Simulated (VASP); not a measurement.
Runs of VASP 6.6.1 on NiSb. The structure is that of space group P6_3/mmc (No. 194), or close to it. The cells are those of the table. 

```tsv
task	level	spin	cell	cutoff (eV)	gap on the mesh (eV)	pressure (GPa)	moment (μB)
single point	revPBE+D4	collinear	a = 3.908, b = 3.908, c = 5.110 Å, angles 90.0, 90.0, 120.0°, 4 atoms	520	none	-0.2	0.00
relaxation of shape and atoms at fixed volume	revPBE+D4	collinear	relaxed from a = 3.916, b = 3.916, c = 5.120 Å, angles 90.0, 90.0, 120.0°, 4 atoms	600	none	-0.9	0.00
single point	revPBE+D4	collinear	a = 3.886, b = 3.886, c = 5.066 Å, angles 90.0, 90.0, 120.0°, 4 atoms	520	none	(a)	0.00
single point	PBE	collinear	a = 3.945, b = 3.945, c = 5.127 Å, angles 90.0, 90.0, 120.0°, 4 atoms	520	none	2.5	0.00
single point	revPBE+D4	collinear	a = 3.862, b = 3.862, c = 5.023 Å, angles 90.0, 90.0, 120.0°, 4 atoms	520	none	5.0	0.00
single point	PBE	collinear, ferromagnetic start	a = 3.940, b = 3.940, c = 5.140 Å, angles 90.0, 90.0, 120.0°, 4 atoms	520	none	2.5	0.00
```

Alike in all rows: potentials or basis VASP PAW PBE potentials, release 64 (Ni, Sb); k mesh 8 × 8 × 6; smearing gaussian 0.05 eV.

Fill in the values left out.

(a) 2.2.

Caveats: spin-orbit coupling is left out, which moves the levels of the heavy elements; the PAW data sets were made with another functional, which shifts forces and pressure a little (at least some runs); the relaxation stopped at its first step, so nothing moved (at least some runs); the cell stands under pressure (at least some runs).

A k mesh can miss the band edges, and the runs leave out spin-orbit coupling on Sb.

A gap of «none» marks levels without a gap at the run's occupations.
